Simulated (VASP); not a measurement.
# Pd (P6_3/mmc) in VASP: a series of runs, part 2 of 2

VASP 6.6.1. Earlier steps stand in the parts before.

### Step 4. Single point, PBE, collinear spin (13.52 Å³/atom)

This run uses another cell than the first one, of 13.52 Å³/atom.

INCAR

```
SYSTEM = Pd
PREC     = Accurate       ! precision mode
ENCUT    = 520            ! plane-wave cutoff, eV
EDIFF    = 1E-6           ! SCF threshold, eV
ISMEAR   = -1             ! smearing method
SIGMA    = 0.05           ! smearing width, eV
LREAL    = .False.        ! projectors in reciprocal space
LASPH    = .True.         ! aspherical terms in the spheres
NELM     = 150            ! most SCF steps
ALGO     = Normal         ! electronic algorithm
ISIF     = 2              ! what is computed and relaxed
LWAVE    = .False.        ! write WAVECAR
LCHARG   = .False.        ! write CHGCAR
ISPIN    = 2              ! spin polarisation
MAGMOM   = 0.35 0.35 0.354 0.354 ! initial moments
LORBIT   = 11             ! projections on sites
LMAXMIX  = 4              ! l up to which the mixer works
GGA      = PE             ! functional
NBANDS   = 32             ! bands
```

KPOINTS

```
Automatic mesh
0
Gamma
  15 15 4
  0 0 0
```

POSCAR

```
Pd
1.0
    2.6629133669      0.0000000000      0.0000000000
   -1.3314566835      2.3061506238      0.0000000000
    0.0000000000      0.0000000000      8.8068717060
Pd
4
Direct
    0.0000000000      1.0000000000      0.0000000000
    1.0000000000      1.0000000000      0.5000000000
    0.3333333333      0.6666666667      0.2500000000
    0.6666666667      0.3333333333      0.7500000000
```

Potentials or basis: VASP PAW PBE potentials, release 64 (Pd).

Command:

```bash
$ cat potpaw_PBE.64/Pd/POTCAR > POTCAR
$ mpirun -np 1 vasp_std > vasp.out
```

OUTCAR:

```text
SYSTEM = Pd
   PREC = Accurate
   ENCUT = 520
   EDIFF = 1E-6
   ISMEAR = -1
   LREAL = .False.
   LASPH = .True.
   NELM = 150
   ISIF = 2
   ISPIN = 2
   LORBIT = 11
   GGA = PE

 ion  position               nearest neighbor table
   1  0.000  0.000  0.000-   3 2.69   4 2.69   4 2.69   3 2.69   4 2.69   3 2.69
   2  0.000  0.000  0.500-   3 2.69   4 2.69   4 2.69   3 2.69   4 2.69   3 2.69
   3  0.333  0.667  0.250-   1 2.69   2 2.69   1 2.69   2 2.69   1 2.69   2 2.69
   4  0.667  0.333  0.750-   1 2.69   2 2.69   1 2.69   2 2.69   1 2.69   2 2.69

  LATTYP: Found a hexagonal cell.
 ALAT       =     2.6629133669
 C/A-ratio  =     3.3072317768

  Lattice vectors:

 A1 = (   2.6629133669,   0.0000000000,   0.0000000000)
 A2 = (  -1.3314566835,   2.3061506238,   0.0000000000)
 A3 = (   0.0000000000,   0.0000000000,   8.8068717060)

Analysis of symmetry for initial positions (statically):
=====================================================================
 Subroutine PRICEL returns:
 Original cell was already a primitive cell.

 Routine SETGRP: Setting up the symmetry group for a
 hexagonal supercell.
[... 1889 lines left out ...]
  --------------------------------------------------------------------------------------
  -------------------------------------------------------------------------------------
  Total       10.1029302     10.1029302      9.8003950     -0.0000000      0.0000000     -0.0000000
  in kB      299.2895543    299.2895543    290.3272395     -0.0000000      0.0000000     -0.0000000
  external PRESSURE =     296.3021160 kB  Pullay stress =       0.0000000 kB

 VOLUME and BASIS-vectors are now :
 -----------------------------------------------------------------------------
  energy-cutoff  :      520.00
  volume of cell :       54.08
      direct lattice vectors                 reciprocal lattice vectors
     2.662913367  0.000000000  0.000000000     0.375528552  0.216811510  0.000000000
    -1.331456683  2.306150624  0.000000000     0.000000000  0.433623021  0.000000000
     0.000000000  0.000000000  8.806871706     0.000000000  0.000000000  0.113547697

 POSITION                                       TOTAL-FORCE (eV/Angst)
 -----------------------------------------------------------------------------------
      0.00000      0.00000      0.00000        -0.000000      0.000000     -0.000000
      0.00000      0.00000      4.40344        -0.000000      0.000000     -0.000000
     -0.00000      1.53743      2.20172        -0.000000      0.000000      0.000000
      1.33146      0.76872      6.60515         0.000000      0.000000     -0.000000
 -----------------------------------------------------------------------------------
    total drift:                                0.000000     -0.000000      0.000000

  FREE ENERGIE OF THE ION-ELECTRON SYSTEM (eV)
  ---------------------------------------------------
  free  energy   TOTEN  =       -20.2702099991 eV

  energy  without entropy=      -20.2043417539  energy(sigma->0) =      -20.23727588

 total charge

# of ion       s       p       d       tot
------------------------------------------
    1        0.538   0.573   8.540   9.651
    2        0.538   0.573   8.540   9.651
    3        0.538   0.576   8.535   9.649
    4        0.538   0.576   8.535   9.649
--------------------------------------------------
tot          2.151   2.298  34.150  38.599

 magnetization (x)

# of ion       s       p       d       tot
------------------------------------------
    1        0.000   0.000  -0.000  -0.000
    2        0.000   0.000  -0.000  -0.000
    3        0.000   0.000  -0.000  -0.000
    4        0.000   0.000  -0.000  -0.000
--------------------------------------------------
tot          0.000   0.000  -0.001  -0.001
```

OSZICAR:

```text
N       E                     dE             d eps       ncg     rms          rms(c)
DAV:   1     0.272837563044E+03    0.27284E+03   -0.19588E+04 10368   0.122E+03
DAV:   2    -0.140981374053E+02   -0.28694E+03   -0.27119E+03 11464   0.304E+02
DAV:   3    -0.213453705782E+02   -0.72472E+01   -0.71646E+01 12264   0.535E+01
DAV:   4    -0.214055156293E+02   -0.60145E-01   -0.60133E-01 11888   0.480E+00
DAV:   5    -0.214065569511E+02   -0.10413E-02   -0.10413E-02 12408   0.676E-01    0.203E+01
DAV:   6    -0.203544920006E+02    0.10521E+01   -0.20458E+00 11768   0.111E+01    0.102E+01
DAV:   7    -0.203263143848E+02    0.28178E-01   -0.40549E-01 11616   0.449E+00    0.431E+00
DAV:   8    -0.204578273250E+02   -0.13151E+00   -0.20822E+00 11032   0.103E+01    0.484E+00
DAV:   9    -0.202673675599E+02    0.19046E+00   -0.68824E-01 10808   0.684E+00    0.683E-01
DAV:  10    -0.202688515020E+02   -0.14839E-02   -0.78031E-03 11992   0.565E-01    0.222E-01
DAV:  11    -0.202693526632E+02   -0.50116E-03   -0.43580E-04 12088   0.152E-01    0.142E-01
DAV:  12    -0.202699336509E+02   -0.58099E-03   -0.79315E-05 12200   0.595E-02    0.107E-01
DAV:  13    -0.202700493170E+02   -0.11567E-03   -0.27990E-05 11680   0.382E-02    0.762E-02
DAV:  14    -0.202701699360E+02   -0.12062E-03   -0.95421E-05 11672   0.676E-02    0.549E-02
DAV:  15    -0.202701962105E+02   -0.26275E-04   -0.27521E-05 12104   0.346E-02    0.307E-02
DAV:  16    -0.202702082995E+02   -0.12089E-04   -0.16955E-05 11656   0.273E-02    0.943E-03
DAV:  17    -0.202702098862E+02   -0.15867E-05   -0.38075E-06  9600   0.133E-02    0.240E-03
DAV:  18    -0.202702099991E+02   -0.11296E-06   -0.17182E-07  5904   0.300E-03
   1 F= -.20270210E+02 E0= -.20237276E+02  d E =-.658682E-01  mag=     0.0002
```

stdout:

```text
POSCAR found type information on POSCAR Pd
 POSCAR found :  1 types and       4 ions
 scaLAPACK will be used
 LDA part: xc-table for (Slater+PW92), standard interpolation
 POSCAR, INCAR and KPOINTS ok, starting setup
 FFT: planning ... GRIDC
 FFT: planning ... GRID_SOFT
 FFT: planning ... GRID
 WAVECAR not read
 entering main loop
```

It took 2.2 min on 1 thread of Intel Xeon 6975P-C (Granite Rapids), shared host; peak memory 0.31 GiB.

What came out:

| Property | Result |
| --- | --- |
| Free energy | -20.2702 eV |
| Pressure | 29.6 GPa |
| Band gap on the k mesh | zero (filled and empty bands overlap) |
| Net moment | 0.00 μB per cell |
| Valence electrons inside the program's atomic spheres | Pd 9.65 |

Stress tensor (GPa, compression positive):
```
29.93  0.00  0.00
 0.00 29.93  0.00
 0.00  0.00 29.03
```

Levels at points of the mesh, in eV from the Fermi level:
Spin up:
| k point | band 18 | band 19 | band 20 | band 21 | band 22 | band 23 |
| --- | --- | --- | --- | --- | --- | --- |
| (0.00, 0.00, 0.00) | -1.22 | -1.22 | -0.81 | -0.81 | -0.15 | -0.15 |
| (0.00, 0.00, 0.50) | -1.49 | -1.22 | -1.22 | -0.44 | -0.44 | -0.44 |
Spin down:
```tsv
k point	band 18	band 19	band 20	band 21	band 22	band 23
(0.00, 0.00, 0.00)	-1.22	-1.22	-0.81	-0.81	-0.15	-0.15
(0.00, 0.00, 0.50)	-1.49	-1.22	-1.22	-0.44	-0.44	-0.44
```

Caveat: the cell stands under pressure.

### Step 5. Summary

| spin | cell | k mesh | smearing | gap on the mesh (eV) | pressure (GPa) | moment (μB) |
| --- | --- | --- | --- | --- | --- | --- |
| off | a = 2.891, b = 2.891, c = 9.528 Å, angles 90.0, 90.0, 120.0°, 4 atoms | 17 × 17 × 5 | fermi-dirac 0.1 eV | none | -13.8 | - |
| collinear | a = 2.779, b = 2.779, c = 9.190 Å, angles 90.0, 90.0, 120.0°, 4 atoms | 13 × 13 × 4 | fermi-dirac 0.05 eV | none | -0.3 | 0.03 |
| collinear | a = 2.663, b = 2.663, c = 8.807 Å, angles 90.0, 90.0, 120.0°, 4 atoms | 15 × 15 × 4 | fermi-dirac 0.05 eV | none | 29.6 | 0.00 |

Alike in all rows: task single point; level PBE; potentials or basis VASP PAW PBE potentials, release 64 (Pd); cutoff (eV) 520.

Caveats: the cell stands under tension (at least some runs); the cell stands under pressure (at least some runs).

Absolute energies hang on the potentials; compare differences alone.
